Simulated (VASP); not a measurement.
The system is CdS (Hawleyite).

```xyz
2
Lattice="0.0000 2.9632 2.9632 2.9632 0.0000 2.9632 2.9632 2.9632 0.0000" Properties=species:S:1:pos:R:3 pbc="T T T"
Cd    0.0000    0.0000    0.0000
S     1.4816    1.4816    1.4816
```

| Property | Result |
| --- | --- |
| Program | VASP 6.6.1 |
| Task | relaxation of cell and atoms |
| Functional | LDA |
| Potentials or basis | VASP PAW LDA potentials, release 64 (Cd_sv_GW, S) |
| Cutoff | 540 eV |
| k mesh | 6 × 6 × 6 |
| Occupations | fermi-dirac, width 0.02 eV |
| Spin | no spin polarisation |

At the start: pressure -5.7 GPa; volume 26.02 Å³/atom.

Problem. How do energy, volume and symmetry change on relaxing?

Solution. Over 3 steps the energy falls by 45.5 meV/atom and the volume is 23.68 Å³/atom (-9.0 %); space group F-43m (No. 216, to 0.05 Å).

Step by step:
```csv
step,energy change (eV),largest force (eV/Å),pressure (GPa),volume (Å³)
1,0.0000,0.0000,-5.72,52.04
2,-0.0694,0.0000,3.57,45.35
3,-0.0910,0.0000,-0.03,47.36
```

Final structure:
```
CELL_PARAMETERS angstrom
0.00000 2.87167 2.87167
2.87167 0.00000 2.87167
2.87167 2.87167 0.00000
ATOMIC_POSITIONS crystal
Cd 0.00000 0.00000 0.00000
S 0.25000 0.25000 0.25000
```
